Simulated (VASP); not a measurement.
# Nb2O (antifluorite type): single point with PBE

Nb2O (antifluorite type):

```
Nb O
1.0
     0.00000    2.76814    2.76814
     2.76814    0.00000    2.76814
     2.76814    2.76814    0.00000
Nb O
2 1
Direct
  0.25000 0.25000 0.25000
  0.75000 0.75000 0.75000
  0.00000 0.00000 0.00000
```

```
Program                : VASP 6.6.1
Task                   : single point
Functional             : PBE
Potentials or basis    : VASP PAW PBE potentials, release 64 (Nb_sv, O)
Cutoff                 : 520 eV
k mesh                 : 17 × 17 × 17
Occupations            : fermi-dirac, width 0.0612256 eV
Spin                   : no spin polarisation
Dipole correction      : no
Further INCAR settings : ALGO = Normal; EDIFF = 1e-06; NBANDS = 23
```

```json
{
  "Pressure": "3.0 GPa",
  "Band gap on the k mesh": "zero (band 16 reaches 12.40 eV, above the bottom of band 17 at 11.46 eV)"
}
```

Levels at points of the mesh, in eV from the Fermi level:
```tsv
k point	band 14	band 15	band 16	band 17	band 18	band 19
(0.00, 0.00, 0.00)	-3.91	-3.80	0.54	0.54	0.54	3.51
```

Run time: 2.9 min on 1 thread of Intel(R) Xeon(R) Platinum 8375C CPU @ 2.90GHz (Ice Lake), with other jobs on the host, peak memory 0.27 GiB.
